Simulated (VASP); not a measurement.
# MgTaAuC2 (P4/mmm) in VASP: single point with PBE

Aim: the single point of MgTaAuC2 with PBE.

Program: VASP 6.6.1. These are calculated values, not measurements. Logs are shortened: lines on timing, memory, paths and dates and some standing lists are left out, and cuts for length are marked.

### 1 The cell of the first run

Symmetry: P4/mmm, No. 123, tetragonal system. The conventional cell has a = 4.334 Å, b = 4.334 Å, c = 4.208 Å, α = 90.00°, β = 90.00°, γ = 90.00°. Mg (site symmetry 4/mmm) has 8 C at 3.02 Å and 4 Au at 3.06 Å and 8 Ta at 3.72 Å within 4.0 Å. Ta (site symmetry 4/mmm) has 2 Au at 2.10 Å and 4 C at 2.17 Å within 2.8 Å. Within 2.9 Å of C (site symmetry mmm) lie 2 Ta at 2.17 Å. Au (site symmetry 4/mmm) has 2 Ta at 2.10 Å within 2.8 Å.

The cell was generated, and may not be a known phase.

### 2 Single point, PBE

The input, INCAR:

```
ALGO = Normal ; EDIFF = 1E-7
ENCUT = 520 ; GGA = PE
ISIF = 2 ; ISMEAR = 0
LASPH = T ; LCHARG = F
LREAL = F ; LWAVE = F
NBANDS = 24 ; NELM = 80
PREC = Accurate ; SIGMA = 0.1
```

The input, KPOINTS:

```
k-points
0
Gamma
  4 4 4
```

The input, POSCAR:

```
MgTaAuC2
1.0
    4.3344208500      0.0000000000      0.0000000000
    0.0000000000      4.3344208500      0.0000000000
    0.0000000000      0.0000000000      4.2077286600
Mg Ta C Au
1 1 2 1
Direct
    0.0000000000      0.0000000000      0.0000000000
    0.5000000000      0.5000000000      0.5000000000
    0.0000000000      0.5000000000      0.5000000000
    0.5000000000      0.0000000000      0.5000000000
    0.5000000000      0.5000000000      0.0000000000
```

Potentials or basis: VASP PAW PBE potentials, release 64 (Mg, Ta_pv, C, Au).

Launch:

```
> cat potpaw_PBE.64/Mg/POTCAR potpaw_PBE.64/Ta_pv/POTCAR potpaw_PBE.64/C/POTCAR potpaw_PBE.64/Au/POTCAR > POTCAR
> mpirun -np 1 vasp_std > vasp.out
```

OUTCAR:

```text
EDIFF = 1E-7
   ENCUT = 520
   GGA = PE
   ISIF = 2
   ISMEAR = 0
   LASPH = T
   LREAL = F
   NELM = 80
   PREC = Accurate

 ion  position               nearest neighbor table
   1  0.000  0.000  0.000-   5 3.06   5 3.06   5 3.06   5 3.06
   2  0.500  0.500  0.500-   5 2.10   5 2.10   3 2.17   4 2.17   4 2.17   3 2.17
   3  0.000  0.500  0.500-   2 2.17   2 2.17
   4  0.500  0.000  0.500-   2 2.17   2 2.17
   5  0.500  0.500  0.000-   2 2.10   2 2.10   1 3.06   1 3.06   1 3.06   1 3.06

  LATTYP: Found a simple tetragonal cell.
 ALAT       =     4.3344208500
 C/A-ratio  =     0.9707706763

  Lattice vectors:

 A1 = (   4.3344208500,   0.0000000000,   0.0000000000)
 A2 = (   0.0000000000,   4.3344208500,   0.0000000000)
 A3 = (   0.0000000000,   0.0000000000,   4.2077286600)

Analysis of symmetry for initial positions (statically):
=====================================================================
 Subroutine PRICEL returns:
 Original cell was already a primitive cell.

 Routine SETGRP: Setting up the symmetry group for a
 simple tetragonal supercell.

 Subroutine GETGRP returns: Found 16 space group operations
 (whereof 16 operations were pure point group operations)
 out of a pool of 16 trial point group operations.

The static configuration has the point symmetry D_4h.

Analysis of symmetry for dynamics (positions and initial velocities):
=====================================================================
 Subroutine PRICEL returns:
 Original cell was already a primitive cell.

 Routine SETGRP: Setting up the symmetry group for a
 simple tetragonal supercell.

 Subroutine GETGRP returns: Found 16 space group operations
 (whereof 16 operations were pure point group operations)
 out of a pool of 16 trial point group operations.

The dynamic configuration has the point symmetry D_4h.

 Subroutine INISYM returns: Found 16 space group operations
 (whereof 16 operations are pure point group operations),
 and found     1 'primitive' translations

----------------------------------------------------------------------------------------

                                     Primitive cell

  volume of cell :      79.0515

  direct lattice vectors                    reciprocal lattice vectors
     4.334420850  0.000000000  0.000000000     0.230711330  0.000000000  0.000000000
     0.000000000  4.334420850  0.000000000     0.000000000  0.230711330  0.000000000
     0.000000000  0.000000000  4.207728660     0.000000000  0.000000000  0.237657910

  length of vectors
     4.334420850  4.334420850  4.207728660     0.230711330  0.230711330  0.237657910

  position of ions in fractional coordinates (direct lattice)
     0.000000000  0.000000000  0.000000000
     0.500000000  0.500000000  0.500000000
     0.000000000  0.500000000  0.500000000
     0.500000000  0.000000000  0.500000000
     0.500000000  0.500000000  0.000000000

  ion indices of the primitive-cell ions
   primitive index   ion index
                 1           1
                 2           2
                 3           3
                 4           4
                 5           5

----------------------------------------------------------------------------------------

 KPOINTS: k-points

Automatic generation of k-mesh.
 Grid dimensions read from file:
 generate k-points for:    4    4    4

 Generating k-lattice:

  Cartesian coordinates                     Fractional coordinates (reciprocal lattice)
     0.057677833  0.000000000  0.000000000     0.250000000  0.000000000  0.000000000
     0.000000000  0.057677833  0.000000000     0.000000000  0.250000000  0.000000000
     0.000000000  0.000000000  0.059414478     0.000000000  0.000000000  0.250000000

  Length of vectors
     0.057677833  0.057677833  0.059414478

  Shift w.r.t. Gamma in fractional coordinates (k-lattice)
     0.000000000  0.000000000  0.000000000

 Subroutine IBZKPT returns following result:
 ===========================================

 Found     18 irreducible k-points:

 Following reciprocal coordinates:
            Coordinates               Weight
  0.000000  0.000000  0.000000      1.000000
  0.250000  0.000000  0.000000      4.000000
  0.500000  0.000000  0.000000      2.000000
  0.250000  0.250000  0.000000      4.000000
  0.500000  0.250000  0.000000      4.000000
  0.500000  0.500000  0.000000      1.000000
[... 10 lines left out ...]
  0.500000  0.250000  0.500000      4.000000
  0.500000  0.500000  0.500000      1.000000
   k-points           NKPTS =     18   k-points in BZ     NKDIM =     18   number of bands    NBANDS=     24
   number of dos      NEDOS =    301   number of ions     NIONS =      5
   total plane-waves  NPLWV =  32768
   dimension x,y,z NGX =    32 NGY =   32 NGZ =   32
   dimension x,y,z NGXF=    64 NGYF=   64 NGZF=   64
   ions per type =               1   1   2   1
   NGX,Y,Z   is equivalent  to a cutoff of  12.27, 12.27, 12.64 a.u.
   NGXF,Y,Z  is equivalent  to a cutoff of  24.55, 24.55, 25.29 a.u.
 SYSTEM =  unknown system
   PREC   = accura    normal or accurate (medium, high low for compatibility)
   ISTART =      0    job   : 0-new  1-cont  2-samecut
   ICHARG =      2    charge: 1-file 2-atom 10-const
   ISPIN  =      1    spin polarized calculation?
   LNONCOLLINEAR =      F non collinear calculations
   LSORBIT =      F    spin-orbit coupling
   LASPH  =      T    aspherical Exc in radial PAW
   ENCUT  =  520.0 eV  38.22 Ry    6.18 a.u.   8.06  8.06  7.82*2*pi/ulx,y,z
   NELM   =     80;   NELMIN=  2; NELMDL= -5     # of ELM steps
   EDIFF  = 0.1E-06   stopping-criterion for ELM
   LREAL  =      F    real-space projection
   EDIFFG = 0.1E-05   stopping-criterion for IOM
   NSW    =      0    number of steps for IOM
   IBRION =     -1    ionic relax: 0-MD 1-quasi-New 2-CG
   NFREE  =      0    steps in history (QN), initial steepest desc. (CG)
   ISIF   =      2    stress and relaxation
   ISYM   =      2    0-nonsym 1-usesym 2-fastsym
   POTIM  = 0.5000    time-step for ionic-motion
   TEBEG  =    0.0;   TEEND  =   0.0 temperature during run
   PSTRESS=    0.0 pullay stress
   NELECT =      32.0000    total number of electrons
   NUPDOWN=      -1.0000    fix difference up-down
   EMIN   =  10.00;   EMAX   =-10.00  energy-range for DOS
   EFERMI =   0.00;   METHOD = LEGACY
   ISMEAR =     0;   SIGMA  =   0.10  broadening in eV -4-tet -1-fermi 0-gaus
   EFERMI_NEDOS =   21; number of points for ismear=-14 and -15
   IALGO  =     38    algorithm
   IMIX   =      4    mixing-type and parameters
     AMIX     =   0.40;   BMIX     =  1.00
     AMIX_MAG =   1.60;   BMIX_MAG =  1.00
  volume/ion in A,a.u.               =      15.81       106.69
  Fermi-wavevector in a.u.,A,eV,Ry     =   1.211030  2.288515 19.954215  1.466593
  Thomas-Fermi vector in A             =   2.346558
   LORBIT       =      0    0 simple, 1 ext, 2 COOP (PROOUT), +10 PAW based schemes
   GGA     = PE    functional components
   LHFCALC =     F    Hartree Fock is set to
   AEXX    =    0.0000 exact exchange contribution
   IVDW    =     0    specifies the selected vdW correction
   LEPSILON=     F    determine dielectric tensor
   LRPA    =     F    only Hartree local field effects (RPA)
 non-spin polarized calculation
 Gauss-broadening in eV      SIGMA  =   0.10
  energy-cutoff  :      520.00
  volume of cell :       79.05
 maximum number of plane-waves:      2176
   NGX = 17   NGY = 17   NGZ = 15

 number of electron      32.0000000 magnetization

 Free energy of the ion-electron system (eV)
  ---------------------------------------------------
  ext. energy  EPLUGINS =         0.00000000
  ---------------------------------------------------
  free energy    TOTEN  =       -24.38784249 eV

  energy without entropy =      -24.36685052  energy(sigma->0) =      -24.37734651

 E-fermi :   4.9656     XC(G=0): -10.6746

 val. band max:        4.9389099979   @ k =   0.2500   0.0000   0.2500
 cond. band min:       4.9875477270   @ k =   0.0000   0.0000   0.5000
 fundamental gap:      0.0486377291
 Fermi energy:         4.9655683985

 k-point     1 :       0.0000    0.0000    0.0000
  band No.  band energies     occupation
      1     -30.2067      2.00000
      2     -29.2249      2.00000
      3     -29.2249      2.00000
      4      -6.3652      2.00000
      5      -4.8262      2.00000
      6      -4.5008      2.00000
[... 16 lines left out ...]
     23       9.9229      0.00000
     24      10.6041      0.00000

 k-point     2 :       0.2500    0.0000    0.0000
  band No.  band energies     occupation
      1     -30.2062      2.00000
      2     -29.2304      2.00000
      3     -29.2243      2.00000
      4      -5.9448      2.00000
      5      -4.8232      2.00000
      6      -4.3621      2.00000
[... 16 lines left out ...]
     23      10.4255      0.00000
     24      11.6705      0.00000

 k-point     3 :       0.5000    0.0000    0.0000
  band No.  band energies     occupation
      1     -30.2056      2.00000
      2     -29.2360      2.00000
      3     -29.2236      2.00000
      4      -5.4533      2.00000
      5      -4.8160      2.00000
      6      -4.1207      2.00000
[... 16 lines left out ...]
     23      11.3127      0.00000
     24      11.7735      0.00000

 k-point     4 :       0.2500    0.2500    0.0000
  band No.  band energies     occupation
      1     -30.2056      2.00000
      2     -29.2298      2.00000
      3     -29.2298      2.00000
      4      -5.4590      2.00000
      5      -4.8139      2.00000
      6      -4.2242      2.00000
[... 16 lines left out ...]
     23      11.3118      0.00000
     24      11.7419      0.00000

 k-point     5 :       0.5000    0.2500    0.0000
  band No.  band energies     occupation
      1     -30.2051      2.00000
      2     -29.2353      2.00000
      3     -29.2292      2.00000
      4      -4.9373      2.00000
      5      -4.7143      2.00000
      6      -3.9837      2.00000
[... 16 lines left out ...]
     23      11.0175      0.00000
     24      11.0571      0.00000

 k-point     6 :       0.5000    0.5000    0.0000
  band No.  band energies     occupation
      1     -30.2046      2.00000
      2     -29.2347      2.00000
      3     -29.2347      2.00000
      4      -4.8487      2.00000
      5      -3.8152      2.00000
      6      -3.8152      2.00000
[... 16 lines left out ...]
     23      10.7935      0.00000
     24      11.1319      0.00000
[... 217 lines left out ...]
 k-point    15 :       0.5000    0.0000    0.5000
  band No.  band energies     occupation
      1     -30.8060      2.00000
      2     -29.2601      2.00000
      3     -29.2477      2.00000
      4      -5.0014      2.00000
      5      -4.0157      2.00000
      6      -1.4591      2.00000
[... 16 lines left out ...]
     23      11.1814      0.00000
     24      11.9644      0.00000

 k-point    16 :       0.2500    0.2500    0.5000
  band No.  band energies     occupation
      1     -30.8060      2.00000
      2     -29.2539      2.00000
      3     -29.2539      2.00000
      4      -4.9999      2.00000
      5      -4.0230      2.00000
      6      -1.4069      2.00000
[... 16 lines left out ...]
     23      10.1449      0.00000
     24      11.8777      0.00000

 k-point    17 :       0.5000    0.2500    0.5000
  band No.  band energies     occupation
      1     -30.8054      2.00000
      2     -29.2594      2.00000
      3     -29.2532      2.00000
      4      -4.4858      2.00000
      5      -3.9207      2.00000
      6      -1.3633      2.00000
[... 16 lines left out ...]
     23      10.5251      0.00000
     24      10.8263      0.00000

 k-point    18 :       0.5000    0.5000    0.5000
  band No.  band energies     occupation
      1     -30.8048      2.00000
      2     -29.2588      2.00000
      3     -29.2588      2.00000
      4      -3.8139      2.00000
      5      -3.8139      2.00000
      6      -0.9499      2.00000
[... 16 lines left out ...]
     23      10.3782      0.00000
     24      10.3782      0.00000

------------------------ aborting loop because EDIFF is reached ----------------------------------------

  FORCE on cell =-STRESS in cart. coord.  units (eV):
  Direction    XX          YY          ZZ          XY          YZ          ZX
  --------------------------------------------------------------------------------------
  -------------------------------------------------------------------------------------
  Total       -3.7292513     -3.7292513     53.6790475      0.0000000      0.0000000      0.0000000
  in kB      -75.5826919    -75.5826919   1087.9414003      0.0000000      0.0000000      0.0000000
  external PRESSURE =     312.2586722 kB  Pullay stress =       0.0000000 kB

 VOLUME and BASIS-vectors are now :
 -----------------------------------------------------------------------------
  energy-cutoff  :      520.00
  volume of cell :       79.05
      direct lattice vectors                 reciprocal lattice vectors
     4.334420850  0.000000000  0.000000000     0.230711330  0.000000000  0.000000000
     0.000000000  4.334420850  0.000000000     0.000000000  0.230711330  0.000000000
     0.000000000  0.000000000  4.207728660     0.000000000  0.000000000  0.237657910

 POSITION                                       TOTAL-FORCE (eV/Angst)
 -----------------------------------------------------------------------------------
      0.00000      0.00000      0.00000         0.000000      0.000000      0.000000
      2.16721      2.16721      2.10386         0.000000      0.000000      0.000000
      0.00000      2.16721      2.10386         0.000000      0.000000      0.000000
      2.16721      0.00000      2.10386         0.000000      0.000000      0.000000
      2.16721      2.16721      0.00000         0.000000      0.000000      0.000000
 -----------------------------------------------------------------------------------
    total drift:                                0.000000     -0.000000     -0.000000

  FREE ENERGIE OF THE ION-ELECTRON SYSTEM (eV)
  ---------------------------------------------------
  free  energy   TOTEN  =       -24.3878424896 eV

  energy  without entropy=      -24.3668505215  energy(sigma->0) =      -24.37734651
```

Run time: 50 s. Hardware: 1 thread of Intel Xeon 8259CL, shared host; peak memory 0.2 GiB.

What came out:

```yaml
Free_energy: -24.3878 eV
Pressure: 31.2 GPa
Band_gap_on_the_k_mesh: zero (bands 16 and 17 overlap by 1.36 eV)
```

Stress tensor (GPa, compression positive):
```
 -7.56   0.00   0.00
  0.00  -7.56   0.00
  0.00   0.00 108.79
```

Levels at points of the mesh, in eV from the Fermi level:
```
           k point  band 14  band 15  band 16  band 17  band 18  band 19
(0.00, 0.00, 0.00)    -1.90     0.30     1.08     1.08     1.40     2.65
(0.50, 0.00, 0.00)    -1.73    -0.85    -0.68    -0.28     1.31     4.18
(0.50, 0.50, 0.00)    -1.88    -0.11    -0.11     1.62     1.62     2.00
(0.00, 0.00, 0.50)    -1.08    -1.08     0.02     0.37     0.97     1.28
(0.50, 0.00, 0.50)    -2.14    -1.18    -0.91     0.10     0.17     1.80
(0.50, 0.50, 0.50)    -4.27    -3.64    -2.06     0.16     1.36     2.08
```

Caveat: the k points lie up to 0.37 Å⁻¹ apart, too coarse for converged energies and pressures of a metal; spin-orbit coupling is left out, which moves the levels of the heavy elements.

The gap in the log of VASP goes by the Fermi energy; the results here count the filled bands.